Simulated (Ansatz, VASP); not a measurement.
# LiH in VASP and in Ansatz

File POSCAR:

```
LiH
1.0
    0.0000000000      2.0029948411      2.0029948411
    2.0029948411      0.0000000000      2.0029948411
    2.0029948411      2.0029948411      0.0000000000
Li H
1 1
Direct
    0.0000000000      0.0000000000      0.0000000000
    0.5000000000      0.5000000000      0.5000000000
```

INCAR.step1

```
SYSTEM = LiH
  PREC = Accurate
  ENCUT = 520
  EDIFF = 1E-5
  ISMEAR = 0
  SIGMA = 0.01
  LREAL = .FALSE.
  LASPH = .TRUE.
  NELM = 60
  ALGO = Normal
  ISIF = 2
  LWAVE = .TRUE.
  LCHARG = .FALSE.
  GGA = PE
  NBANDS = 9
```

INCAR.step2

```
SYSTEM = LiH
  PREC = Accurate
  ENCUT = 520
  EDIFF = 1E-6
  ISMEAR = 0
  SIGMA = 0.01
  LREAL = .FALSE.
  LASPH = .TRUE.
  NELM = 60
  ALGO = Normal
  ISIF = 2
  LWAVE = .FALSE.
  LCHARG = .FALSE.
  GGA = PE
  LHFCALC = .TRUE.
  HFSCREEN = 0.2079
  PRECFOCK = Normal
  ISTART = 1
  NBANDS = 9
```

The input KPOINTS:

```
regular mesh
0
G
  8 8 8
  0 0 0
```

Input for Ansatz:

```yaml
crystal:
  lattice:
    - [0.0, 2.0029948411, 2.0029948411]
    - [2.0029948411, 0.0, 2.0029948411]
    - [2.0029948411, 2.0029948411, 0.0]
  atoms:
    - { symbol: Li, position: [0.0, 0.0, 0.0] }
    - { symbol: H, position: [0.5, 0.5, 0.5] }
kpoints:
  mp_grid: { grid: [8, 8, 8] }
  band_path:
    path:
      - [0.0, 0.0, 0.0]
      - [0.5, 0.0, 0.5]
      - [0.625, 0.25, 0.625]
      - [0.375, 0.375, 0.75]
      - [0.5, 0.5, 0.5]
      - [0.5, 0.25, 0.75]
      - [0.0, 0.5, 0.5]
    npoints: 1
hamiltonian:
  xc: hse06
scf:
  occupations: { method: fixed }
  n_extra_bands: 4
output:
  forces: true
  stress: true
  eigenvalues: true
  write_density: true
  write_potential: true
  elf: true
  volumetric_format: npy
```

Alike in both runs: task single point; functional HSE06; k mesh 8 × 8 × 8; no spin polarisation.

|  | VASP | Ansatz |
| --- | --- | --- |
| version | VASP 6.6.1 | Ansatz 0.2.0 |
| potentials or method | VASP PAW PBE potentials, release 64 (Li_sv, H) | plane waves, PAW |
| plane-wave cutoff (eV) | 520 | 420 |
| occupations | gaussian, width 0.01 eV | fixed |
| valence electrons in the cell | 4 | 4 |

|  | VASP | Ansatz | Ansatz less VASP |
| --- | --- | --- | --- |
| gap on the k mesh at the Fermi level (eV) | 3.97 | 3.97 | +0.002 |

Ansatz's warnings: stress exchange threshold loose, stress scf threshold loose.

Noted on VASP's run: the cutoff is under 1.25 times that of the potentials, so the pressure is a little rough.
